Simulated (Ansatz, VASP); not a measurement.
Al2Cu in VASP and in Ansatz

The input INCAR:

```
SYSTEM = Al2Cu
  ALGO = Fast
  EDIFF = 1E-6
  ENCUT = 520
  GGA = PE
  ISIF = 2
  ISMEAR = 0
  LASPH = .True.
  LCHARG = .True.
  LELF = .True.
  LREAL = .False.
  LVHAR = .True.
  LWAVE = .False.
  NBANDS = 26
  NELM = 100
  PREC = Accurate
  SIGMA = 0.15
```

KPOINTS

```
k-points
0
Gamma
  12 12 12
  0 0 0
```

Contents of POSCAR:

```
Al2Cu
1.0
   -2.9807960485      2.9807960485      2.4049931884
    2.9807960485     -2.9807960485      2.4049931884
    2.9807960485      2.9807960485     -2.4049931884
Al Cu
4 2
Direct
    0.1587211842      0.6587211842      0.8174423684
    0.6587211842      0.8412788158      0.5000000000
    0.8412788158      0.3412788158      0.1825576316
    0.3412788158      0.1587211842      0.5000000000
    0.7500000000      0.7500000000      0.0000000000
    0.2500000000      0.2500000000      0.0000000000
```

Input for Ansatz:

```yaml
crystal:
  lattice:
    - [-2.9807960485, 2.9807960485, 2.4049931884]
    - [2.9807960485, -2.9807960485, 2.4049931884]
    - [2.9807960485, 2.9807960485, -2.4049931884]
  atoms:
    - { symbol: Al, position: [0.1587211842, 0.6587211842, 0.8174423684] }
    - { symbol: Al, position: [0.6587211842, 0.8412788158, 0.5] }
    - { symbol: Al, position: [0.8412788158, 0.3412788158, 0.1825576316] }
    - { symbol: Al, position: [0.3412788158, 0.1587211842, 0.5] }
    - { symbol: Cu, position: [0.75, 0.75, 0.0] }
    - { symbol: Cu, position: [0.25, 0.25, 0.0] }
basis:
  ecutwfc: 420
kpoints:
  mp_grid: { grid: [12, 12, 12] }
hamiltonian:
  xc: pbe
scf:
  occupations: { method: gaussian, width: 0.15 }
output:
  forces: true
  stress: true
  eigenvalues: true
```

Change from the starting cell: strain -0.015 along x and y, -0.015 along z, atoms carried along.

Alike in both runs: task single point; functional PBE; k mesh 12 × 12 × 12; occupations gaussian, width 0.15 eV; no spin polarisation.

|  | VASP | Ansatz |
| --- | --- | --- |
| version | VASP 6.6.1 | Ansatz 0.2.0 |
| potentials or method | VASP PAW PBE potentials, release 64 (Al, Cu), cutoff 520 eV | scalar-relativistic, plane waves, PAW |
| valence electrons in the cell | 34 | 50 |

```tsv
	VASP	Ansatz	Ansatz less VASP
gap on the k mesh at the Fermi level (eV)	none	none	-
pressure (GPa)	5.6	5.1	-0.49
traceless stress, the component that is largest in VASP (GPa)	-0.28	-0.30	-0.017
rms of the force components (eV/Å)	0.023	0.021	-0.0018
```

Atom by atom the forces differ by 0.002 eV/Å (rms over components). A gap of «none» marks a metal or a gap that the smearing closes. VASP's potentials hold 34 valence electrons a cell and Ansatz's 50, so a difference there can come from the potentials and not from the codes.
